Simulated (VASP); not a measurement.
Runs of VASP 6.6.1 on Al2H2Cl. The structure is that of space group P3m1 (No. 156), or close to it. The cells are those of the table. 

| task | cell | k mesh | cutoff (eV) | gap on the mesh (eV) | pressure (GPa) | relaxed volume (Å³/atom) | largest force (eV/Å) |
| --- | --- | --- | --- | --- | --- | --- | --- |
| relaxation of cell and atoms | relaxed from a = 3.186, b = 3.186, c = 7.542 Å, angles 90.0, 90.0, 120.0°, 5 atoms | 6 × 6 × 2 | 600 | none | 0.1 | 13.99 | 0.02 |
| single point | a = 3.222, b = 3.222, c = 8.142 Å, angles 90.0, 90.0, 120.0°, 5 atoms | 12 × 12 × 6 | 520 | none | -0.1 | - | - |
| single point | a = 3.238, b = 3.238, c = 8.099 Å, angles 90.0, 90.0, 120.0°, 5 atoms | 6 × 6 × 2 | 520 | none | -0.1 | - | 0.02 |
| relaxation of cell and atoms | relaxed from a = 3.238, b = 3.238, c = 8.099 Å, angles 90.0, 90.0, 120.0°, 5 atoms | 12 × 12 × 6 | 600 | none | 0.0 | 14.62 | - |
| single point | a = 3.186, b = 3.186, c = 7.542 Å, angles 90.0, 90.0, 120.0°, 5 atoms | 6 × 6 × 2 | 520 | none | 21.2 | - | (a) |

Alike in all rows: level PBE+D3(BJ); potentials or basis VASP PAW PBE potentials, release 64 (Al, H, Cl); no spin polarisation; smearing gaussian 0.1 eV.

Q: Fill in the values left out.

A: (a) 12.18.

Caveats: some runs use coarse meshes; an odd number of electrons without spin polarisation forces a metal; a magnetic or distorted state may lie lower; pairwise dispersion overbinds metals, which lowers pressure and volume.

A gap of «none» marks levels without a gap at the run's occupations.
